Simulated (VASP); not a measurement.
# C (P6_3/mmc) in VASP: a series of runs

Runs on C. Level: LDA. Tasks: single point, relaxation of cell and atoms.

All numbers are computed with VASP 6.6.1; they aren't measurements. Logs are shortened: lines on timing, memory, paths and dates and some standing lists are left out, and cuts for length are marked.

### 1 The cell of the first run

The structure is hexagonal, space group P6_3/mmc (No. 194). The conventional cell has a = 2.443 Å, b = 2.443 Å, c = 6.501 Å, α = 90.00°, β = 90.00°, γ = 120.00°. C (site symmetry -6m2) has 3 C at 1.41 Å within 1.9 Å. Within 1.9 Å of C (site symmetry -6m2) lie 3 C at 1.41 Å.

### 2 Single point, LDA

INCAR reads:

```
PREC = Accurate ; ENCUT = 520
EDIFF = 1E-6 ; ISMEAR = 0
SIGMA = 0.01 ; LREAL = False
LASPH = True ; NELM = 60
ALGO = Normal ; ISIF = 2
LWAVE = False ; LCHARG = False
NBANDS = 16
```

KPOINTS reads:

```
regular mesh
0
Gamma
  10 10 4
```

POSCAR reads:

```
C
1.0
    2.4428344015      0.0000000000      0.0000000000
   -1.2214172007      2.1155566489      0.0000000000
    0.0000000000      0.0000000000      6.5013466273
C
4
Direct
    0.0000000000      0.0000000000      0.0025000000
    0.0000000000      0.0000000000      0.5025000000
    0.3333333333      0.6666666667      0.0025000000
    0.6666666667      0.3333333333      0.5025000000
```

Potentials or basis: VASP PAW LDA potentials, release 64 (C).

The run is started by

```bash
cat potpaw_LDA.64/C/POTCAR > POTCAR
mpirun -np 1 vasp_std > vasp.out
```

OUTCAR:

```text
PREC = Accurate
   ENCUT = 520
   EDIFF = 1E-6
   ISMEAR = 0
   LREAL = False
   LASPH = True
   NELM = 60
   ISIF = 2

 ion  position               nearest neighbor table
   1  0.000  0.000  0.002-   3 1.41   3 1.41   3 1.41
   2  0.000  0.000  0.502-   4 1.41   4 1.41   4 1.41
   3  0.333  0.667  0.002-   1 1.41   1 1.41   1 1.41
   4  0.667  0.333  0.502-   2 1.41   2 1.41   2 1.41

  LATTYP: Found a hexagonal cell.
 ALAT       =     2.4428344015
 C/A-ratio  =     2.6613947402

  Lattice vectors:

 A1 = (   2.4428344015,   0.0000000000,   0.0000000000)
 A2 = (  -1.2214172007,   2.1155566489,   0.0000000000)
 A3 = (   0.0000000000,   0.0000000000,   6.5013466273)

Analysis of symmetry for initial positions (statically):
=====================================================================
 Subroutine PRICEL returns:
 Original cell was already a primitive cell.

 Routine SETGRP: Setting up the symmetry group for a
 hexagonal supercell.

 Subroutine GETGRP returns: Found 24 space group operations
 (whereof  6 operations were pure point group operations)
 out of a pool of 24 trial point group operations.

The static configuration has the point symmetry C_3v.
 The point group associated with its full space group is D_6h.

Analysis of symmetry for dynamics (positions and initial velocities):
=====================================================================
 Subroutine PRICEL returns:
 Original cell was already a primitive cell.

 Routine SETGRP: Setting up the symmetry group for a
 hexagonal supercell.

 Subroutine GETGRP returns: Found 24 space group operations
 (whereof  6 operations were pure point group operations)
 out of a pool of 24 trial point group operations.

The dynamic configuration has the point symmetry C_3v.
 The point group associated with its full space group is D_6h.

 Subroutine INISYM returns: Found 24 space group operations
 (whereof  6 operations are pure point group operations),
 and found     1 'primitive' translations

----------------------------------------------------------------------------------------

                                     Primitive cell

  volume of cell :      33.5987

  direct lattice vectors                    reciprocal lattice vectors
     2.442834401  0.000000000  0.000000000     0.409360536  0.236344416  0.000000000
    -1.221417201  2.115556649  0.000000000     0.000000000  0.472688831  0.000000000
     0.000000000  0.000000000  6.501346627     0.000000000  0.000000000  0.153814288

  length of vectors
     2.442834401  2.442834401  6.501346627     0.472688831  0.472688831  0.153814288

  position of ions in fractional coordinates (direct lattice)
     0.000000000  0.000000000  0.002500000
     0.000000000  0.000000000  0.502500000
     0.333333333  0.666666667  0.002500000
     0.666666667  0.333333333  0.502500000

  ion indices of the primitive-cell ions
   primitive index   ion index
                 1           1
                 2           2
                 3           3
                 4           4

----------------------------------------------------------------------------------------

 KPOINTS: regular mesh

Automatic generation of k-mesh.
 Grid dimensions read from file:
 generate k-points for:   10   10    4

 Generating k-lattice:

  Cartesian coordinates                     Fractional coordinates (reciprocal lattice)
     0.040936054  0.023634442  0.000000000     0.100000000  0.000000000  0.000000000
     0.000000000  0.047268883  0.000000000     0.000000000  0.100000000  0.000000000
     0.000000000  0.000000000  0.038453572     0.000000000  0.000000000  0.250000000

  Length of vectors
     0.047268883  0.047268883  0.038453572

  Shift w.r.t. Gamma in fractional coordinates (k-lattice)
     0.000000000  0.000000000  0.000000000

 Subroutine IBZKPT returns following result:
 ===========================================

 Found     42 irreducible k-points:

 Following reciprocal coordinates:
            Coordinates               Weight
  0.000000  0.000000  0.000000      1.000000
  0.100000 -0.000000  0.000000      6.000000
  0.200000 -0.000000  0.000000      6.000000
  0.300000  0.000000  0.000000      6.000000
  0.400000  0.000000  0.000000      6.000000
  0.500000 -0.000000  0.000000      3.000000
[... 16 lines left out ...]
  0.300000  0.100000  0.250000     24.000000
  0.400000  0.100000  0.250000     24.000000
 [... further k-points ...]
   k-points           NKPTS =     42   k-points in BZ     NKDIM =     42   number of bands    NBANDS=     16
   number of dos      NEDOS =    301   number of ions     NIONS =      4
   total plane-waves  NPLWV =  15552
   dimension x,y,z NGX =    18 NGY =   18 NGZ =   48
   dimension x,y,z NGXF=    36 NGYF=   36 NGZF=   96
   ions per type =               4
   NGX,Y,Z   is equivalent  to a cutoff of  12.25, 12.25, 12.27 a.u.
   NGXF,Y,Z  is equivalent  to a cutoff of  24.50, 24.50, 24.55 a.u.
 SYSTEM =  unknown system
   PREC   = accura    normal or accurate (medium, high low for compatibility)
   ISTART =      0    job   : 0-new  1-cont  2-samecut
   ICHARG =      2    charge: 1-file 2-atom 10-const
   ISPIN  =      1    spin polarized calculation?
   LNONCOLLINEAR =      F non collinear calculations
   LSORBIT =      F    spin-orbit coupling
   LASPH  =      T    aspherical Exc in radial PAW
   ENCUT  =  520.0 eV  38.22 Ry    6.18 a.u.   4.54  4.54 12.09*2*pi/ulx,y,z
   NELM   =     60;   NELMIN=  2; NELMDL= -5     # of ELM steps
   EDIFF  = 0.1E-05   stopping-criterion for ELM
   LREAL  =      F    real-space projection
   EDIFFG = 0.1E-04   stopping-criterion for IOM
   NSW    =      0    number of steps for IOM
   IBRION =     -1    ionic relax: 0-MD 1-quasi-New 2-CG
   NFREE  =      0    steps in history (QN), initial steepest desc. (CG)
   ISIF   =      2    stress and relaxation
   ISYM   =      2    0-nonsym 1-usesym 2-fastsym
   POTIM  = 0.5000    time-step for ionic-motion
   TEBEG  =    0.0;   TEEND  =   0.0 temperature during run
   PSTRESS=    0.0 pullay stress
   NELECT =      16.0000    total number of electrons
   NUPDOWN=      -1.0000    fix difference up-down
   EMIN   =  10.00;   EMAX   =-10.00  energy-range for DOS
   EFERMI =   0.00;   METHOD = LEGACY
   ISMEAR =     0;   SIGMA  =   0.01  broadening in eV -4-tet -1-fermi 0-gaus
   EFERMI_NEDOS =   21; number of points for ismear=-14 and -15
   IALGO  =     38    algorithm
   IMIX   =      4    mixing-type and parameters
     AMIX     =   0.40;   BMIX     =  1.00
     AMIX_MAG =   1.60;   BMIX_MAG =  1.00
  volume/ion in A,a.u.               =       8.40        56.68
  Fermi-wavevector in a.u.,A,eV,Ry     =   1.278422  2.415867 22.236848  1.634362
  Thomas-Fermi vector in A             =   2.410965
   LORBIT       =      0    0 simple, 1 ext, 2 COOP (PROOUT), +10 PAW based schemes
   GGA     = CA    functional components
   LHFCALC =     F    Hartree Fock is set to
   AEXX    =    0.0000 exact exchange contribution
   IVDW    =     0    specifies the selected vdW correction
   LEPSILON=     F    determine dielectric tensor
   LRPA    =     F    only Hartree local field effects (RPA)
 non-spin polarized calculation
 Gauss-broadening in eV      SIGMA  =   0.01
  energy-cutoff  :      520.00
  volume of cell :       33.60
 maximum number of plane-waves:       926
   NGX =  9   NGY =  9   NGZ = 25

 number of electron      15.9999996 magnetization

 Free energy of the ion-electron system (eV)
  ---------------------------------------------------
  ext. energy  EPLUGINS =         0.00000000
  ---------------------------------------------------
  free energy    TOTEN  =       -40.44968130 eV

  energy without entropy =      -40.44968130  energy(sigma->0) =      -40.44968130

 E-fermi :   4.6094     XC(G=0): -11.0142

 val. band max:        4.5592547225   @ k =   0.3000   0.3000   0.0000
 cond. band min:       5.6596408399   @ k =   0.3000   0.3000   0.0000
 fundamental gap:      1.1003861174
 Fermi energy:         4.6094289001

 k-point     1 :       0.0000    0.0000    0.0000
  band No.  band energies     occupation
      1     -14.6765      2.00000
      2     -14.2746      2.00000
      3      -3.9003      2.00000
      4      -1.5190      2.00000
      5       2.0182      2.00000
      6       2.0182      2.00000
[... 8 lines left out ...]
     15      16.5822      0.00000
     16      16.8461      0.00000

 k-point     2 :       0.1000   -0.0000    0.0000
  band No.  band energies     occupation
      1     -14.4351      2.00000
      2     -14.0388      2.00000
      3      -3.6029      2.00000
      4      -1.2436      2.00000
      5       1.0991      2.00000
      6       1.1509      2.00000
[... 8 lines left out ...]
     15      16.0302      0.00000
     16      16.1207      0.00000

 k-point     3 :       0.2000   -0.0000    0.0000
  band No.  band energies     occupation
      1     -13.7142      2.00000
      2     -13.3352      2.00000
      3      -2.7193      2.00000
      4      -1.0951      2.00000
      5      -0.9916      2.00000
      6      -0.4319      2.00000
[... 8 lines left out ...]
     15      17.0356      0.00000
     16      17.0985      0.00000

 k-point     4 :       0.3000    0.0000    0.0000
  band No.  band energies     occupation
      1     -12.5262      2.00000
      2     -12.1755      2.00000
      3      -3.7425      2.00000
      4      -3.5826      2.00000
      5      -1.2848      2.00000
      6      -0.5416      2.00000
[... 8 lines left out ...]
     15      20.3852      0.00000
     16      20.4385      0.00000
[... 324 lines left out ...]
 k-point    22 :       0.2000    0.1000    0.2500
  band No.  band energies     occupation
      1     -12.9499      2.00000
      2     -12.6942      2.00000
      3      -2.4028      2.00000
      4      -2.3222      2.00000
      5      -1.5749      2.00000
      6      -0.7203      2.00000
[... 8 lines left out ...]
     15      17.5008      0.00000
     16      17.7128      0.00000

 k-point    23 :       0.3000    0.1000    0.2500
  band No.  band energies     occupation
      1     -11.5467      2.00000
      2     -11.3147      2.00000
      3      -4.9522      2.00000
      4      -4.8254      2.00000
      5      -1.6552      2.00000
      6      -1.5905      2.00000
[... 8 lines left out ...]
     15      19.2204      0.00000
     16      20.1908      0.00000

 k-point    24 :       0.4000    0.1000    0.2500
  band No.  band energies     occupation
      1      -9.7507      2.00000
      2      -9.5541      2.00000
      3      -7.3906      2.00000
      4      -7.2330      2.00000
      5      -2.1397      2.00000
      6      -2.0705      2.00000
[... 8 lines left out ...]
     15      18.4162      0.00000
     16      19.5180      0.00000

 [... further k-points ...]

------------------------ aborting loop because EDIFF is reached ----------------------------------------

  FORCE on cell =-STRESS in cart. coord.  units (eV):
  Direction    XX          YY          ZZ          XY          YZ          ZX
  --------------------------------------------------------------------------------------
  -------------------------------------------------------------------------------------
  Total        0.4784768      0.4784768      0.1788929      0.0000000     -0.0000000      0.0000000
  in kB       22.8165208     22.8165208      8.5306429      0.0000000     -0.0000000      0.0000000
  external PRESSURE =      18.0545615 kB  Pullay stress =       0.0000000 kB

 VOLUME and BASIS-vectors are now :
 -----------------------------------------------------------------------------
  energy-cutoff  :      520.00
  volume of cell :       33.60
      direct lattice vectors                 reciprocal lattice vectors
     2.442834401  0.000000000  0.000000000     0.409360536  0.236344416  0.000000000
    -1.221417201  2.115556649  0.000000000     0.000000000  0.472688831  0.000000000
     0.000000000  0.000000000  6.501346627     0.000000000  0.000000000  0.153814288

 POSITION                                       TOTAL-FORCE (eV/Angst)
 -----------------------------------------------------------------------------------
      0.00000      0.00000      0.01625        -0.000000     -0.000000      0.000000
      0.00000      0.00000      3.26693         0.000000     -0.000000     -0.000000
     -0.00000      1.41037      0.01625        -0.000000     -0.000000     -0.000000
      1.22142      0.70519      3.26693         0.000000      0.000000      0.000000
 -----------------------------------------------------------------------------------
    total drift:                               -0.000000     -0.000000      0.000002

  FREE ENERGIE OF THE ION-ELECTRON SYSTEM (eV)
  ---------------------------------------------------
  free  energy   TOTEN  =       -40.4496813033 eV

  energy  without entropy=      -40.4496813033  energy(sigma->0) =      -40.44968130
```

Wall time 12 s (1 thread of Intel Xeon Platinum 8488C (Sapphire Rapids), shared host); peak memory 0.12 GiB.

Results:

```
Free energy            : -40.4497 eV
Pressure               : 1.8 GPa
Band gap on the k mesh : 1.10 eV, direct
```

A k mesh can miss the band edges.

### 3 Relaxation of cell and atoms, LDA, target pressure 1 GPa, at which the enthalpy is minimised

This run uses another cell than the first one, of 8.61 Å³/atom, 1.025 times its volume.

INCAR reads:

```
PREC = Accurate
ENCUT = 600
EDIFF = 1E-6
ISMEAR = 0
SIGMA = 0.01
LREAL = False
LASPH = True
NELM = 80
ALGO = Normal
ISIF = 3
LWAVE = False
LCHARG = False
IBRION = 2
NSW = 100
EDIFFG = -0.002
PSTRESS = 10.0
```

KPOINTS is that of step 2.

POSCAR reads:

```
C
1.0
    2.4448953134      0.0000000000      0.0000000000
   -1.2224476567      2.1173414510      0.0000000000
    0.0000000000      0.0000000000      6.6540256864
C
4
Direct
    0.0000000000      0.0000000000      0.0024999774
    0.0000000000      0.0000000000      0.5024999774
    0.3333333333      0.6666666667      0.0025000226
    0.6666666667      0.3333333333      0.5025000226
```

Potentials or basis: VASP PAW LDA potentials, release 64 (C).

The run is started by

```bash
cat potpaw_LDA.64/C/POTCAR > POTCAR
mpirun -np 1 vasp_std > vasp.out
```

It took 72 s on 1 thread of Intel Xeon Platinum 8488C (Sapphire Rapids), shared host; peak memory 0.14 GiB.

It converged, with:

```yaml
Free_energy: -40.4639 eV
Relaxed_volume: 8.32 Å³/atom
Relaxed_cell: a = 2.444 Å, b = 2.444 Å, c = 6.438 Å, α = 90.00°, β = 90.00°, γ = 120.00°
Space_group_after_relaxing_to_0.05_Å: P6_3/mmc (No. 194)
Energy_change_on_relaxing_the_enthalpy_is_what_falls: +0.6 meV/atom
Ionic_steps: 17
Pressure_after_relaxing: 1.0 GPa
Band_gap_on_the_k_mesh: 1.05 eV, direct
```

Step by step:
```
step  energy change (eV)  largest force (eV/Å)  pressure (GPa)  volume (Å³)
   1              0.0000                0.0000            0.32        34.45
   2              0.0004                0.0000            1.24        34.26
   3              0.0010                0.0000            1.81        34.16
   4              0.0009                0.0000            1.80        34.13
   5              0.0008                0.0000            1.75        34.04
   6              0.0008                0.0000            1.68        33.87
   7              0.0014                0.0000            1.55        33.53
   8              0.0061                0.0000            1.35        32.84
   9              0.0029                0.0000            1.48        33.22
  10              0.0027                0.0000            1.45        33.25
  11              0.0021                0.0000            0.86        33.34
  12              0.0022                0.0000            1.01        33.32
  13              0.0022                0.0000            1.01        33.31
  14              0.0025                0.0000            1.25        33.28
  15              0.0022                0.0000            1.02        33.31
  16              0.0023                0.0000            1.02        33.31
  17              0.0023                0.0000            1.01        33.30
```

Final structure:
```
C
1.0
     2.44388    0.00000    0.00000
    -1.22194    2.11646    0.00000
     0.00000    0.00000    6.43792
C
4
Direct
  0.00000 0.00000 0.00250
  0.00000 0.00000 0.50250
  0.33333 0.66667 0.00250
  0.66667 0.33333 0.50250
```

Levels at points of the mesh, in eV from the valence-band top:
```csv
k point,band 4,band 5,band 6,band 7,band 8,band 9,band 10,band 11,band 12
"(0.00, 0.00, 0.00)",-6.03,-2.57,-2.57,-2.54,-2.54,4.61,8.87,8.87,8.94
"(0.50, 0.00, 0.00)",-12.78,-6.05,-5.97,-2.53,-1.67,1.90,2.73,7.90,8.46
"(0.00, 0.00, 0.50)",-7.41,-2.55,-2.55,-2.55,-2.55,7.62,7.62,8.91,8.91
"(0.50, 0.00, 0.50)",-12.86,-6.01,-6.01,-1.99,-1.99,2.01,2.01,8.17,8.17
```

Caveat: the cell is relaxed towards a set pressure, so the enthalpy falls and the energy may rise.

### 4 Relaxation of cell and atoms, LDA, target pressure 2 GPa, at which the enthalpy is minimised

This run uses another cell than the first one, of 8.61 Å³/atom, 1.025 times its volume.

INCAR reads:

```
ALGO     = Normal         # electronic algorithm
EDIFF    = 1E-6           # SCF threshold, eV
EDIFFG   = -0.002         # ionic threshold
ENCUT    = 600            # plane-wave cutoff, eV
GGA      = CA             # functional
IBRION   = 2              # ionic algorithm
ISIF     = 3              # what is computed and relaxed
ISMEAR   = 0              # smearing method
LASPH    = True           # aspherical terms in the spheres
LCHARG   = False          # write CHGCAR
LREAL    = False          # projectors in reciprocal space
LWAVE    = False          # write WAVECAR
NELM     = 80             # most SCF steps
NSW      = 100            # ionic steps
PREC     = Accurate       # precision mode
PSTRESS  = 20.0         
SIGMA    = 0.01           # smearing width, eV
```

KPOINTS reads:

```
k-points
0
Gamma
  10 10 4
```

POSCAR is that of step 3.

The run is started by

```bash
cat potpaw_LDA.64/C/POTCAR > POTCAR
mpirun -np 1 vasp_std > vasp.out
```

It took 46 s on 1 thread of Intel Xeon Platinum 8488C (Sapphire Rapids), shared host; peak memory 0.13 GiB.

It converged, with:

| Quantity | Value |
| --- | --- |
| Free energy | -40.4574 eV |
| Relaxed volume | 8.15 Å³/atom |
| Relaxed cell | a = 2.442 Å, b = 2.442 Å, c = 6.312 Å, α = 90.00°, β = 90.00°, γ = 120.00° |
| Space group after relaxing (to 0.05 Å) | P6_3/mmc (No. 194) |
| Energy change on relaxing (the enthalpy is what falls) | +2.2 meV/atom |
| Ionic steps | 10 |
| Pressure after relaxing | 2.0 GPa |
| Band gap on the k mesh | 0.96 eV, direct |

Step by step:
```tsv
step	energy change (eV)	largest force (eV/Å)	pressure (GPa)	volume (Å³)
1	0.0000	0.0000	0.32	34.45
2	0.0044	0.0000	3.57	34.00
3	0.0020	0.0000	2.43	34.15
4	0.0018	0.0000	2.40	34.00
5	0.0022	0.0000	2.33	33.55
6	0.0082	0.0000	2.30	32.65
7	0.0097	0.0000	2.32	32.53
8	0.0093	0.0000	2.30	32.56
9	0.0079	0.0000	1.22	32.68
10	0.0088	0.0000	2.00	32.60
```

Final structure:
```
C
1.0
     2.44201    0.00000    0.00000
    -1.22101    2.11484    0.00000
     0.00000    0.00000    6.31155
C
4
Direct
  0.00000 0.00000 0.00250
  0.00000 0.00000 0.50250
  0.33333 0.66667 0.00250
  0.66667 0.33333 0.50250
```

Levels at points of the mesh, in eV from the valence-band top:
```tsv
k point	band 5	band 6	band 7	band 8	band 9	band 10	band 11	band 12
(0.00, 0.00, 0.00)	-2.61	-2.61	-2.58	-2.58	4.77	8.83	8.83	8.92
(0.50, 0.00, 0.00)	-6.11	-6.01	-2.65	-1.71	1.88	2.75	7.83	8.47
(0.00, 0.00, 0.50)	-2.60	-2.60	-2.60	-2.60	7.96	7.96	8.88	8.88
(0.50, 0.00, 0.50)	-6.06	-6.06	-2.04	-2.04	1.96	1.96	8.14	8.14
```

Caveat: the cell is relaxed towards a set pressure, so the enthalpy falls and the energy may rise. A k mesh can miss the band edges.

### 5 Overview

```csv
task,cell,cutoff (eV),gap on the mesh (eV),pressure (GPa)
single point,"a = 2.443, b = 2.443, c = 6.501 Å, angles 90.0, 90.0, 120.0°, 4 atoms",520,1.10,1.8
relaxation of cell and atoms,"relaxed to 1 GPa from a = 2.445, b = 2.445, c = 6.654 Å, angles 90.0, 90.0, 120.0°, 4 atoms",600,1.05,1.0
relaxation of cell and atoms,"relaxed to 2 GPa from a = 2.445, b = 2.445, c = 6.654 Å, angles 90.0, 90.0, 120.0°, 4 atoms",600,0.96,2.0
```

Alike in all rows: level LDA; potentials or basis VASP PAW LDA potentials, release 64 (C); no spin polarisation; k mesh 10 × 10 × 4; smearing gaussian 0.01 eV.

Caveats: the cell is relaxed towards a set pressure, so the enthalpy falls and the energy may rise (some runs).

Total energies depend on the potentials used, so only differences within one code and one set of settings carry meaning.
